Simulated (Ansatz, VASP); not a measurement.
## SnO2: VASP beside Ansatz

```
CELL_PARAMETERS angstrom
4.70117 0.00000 0.00000
0.00000 4.70123 0.00000
0.00000 0.00000 3.34046
ATOMIC_POSITIONS crystal
Sn 0.50000 0.50000 0.50000
Sn 0.00000 0.00000 0.00000
O 0.30747 0.30749 0.00000
O 0.80747 0.19251 0.50000
O 0.19253 0.80749 0.50000
O 0.69253 0.69251 0.00000
```

Alike in both runs: task single point; functional PBEsol; k mesh 6 × 6 × 8; occupations gaussian, width 0.02 eV; no spin polarisation.

```csv
,VASP,Ansatz
version,VASP 6.6.1,Ansatz 0.2.0
potentials or method,"VASP PAW PBE potentials, release 64 (Sn_d, O), cutoff 520 eV","scalar-relativistic, plane waves, PAW"
valence electrons in the cell,52,52
```

Ansatz gave:

```
gap on the k mesh at the Fermi level (eV)                     : 0.65
least direct gap on the mesh (eV)                             : 0.65
pressure (GPa)                                                : -3.5
traceless stress, the component that is largest in VASP (GPa) : -7.08
```

Task: Estimate VASP's values.

Result: gap on the k mesh at the Fermi level (eV): 0.65; least direct gap on the mesh (eV): 0.65; pressure (GPa): -2.9; traceless stress, the component that is largest in VASP (GPa): -6.93.

VASP's potentials were made for PBE, not for PBEsol.
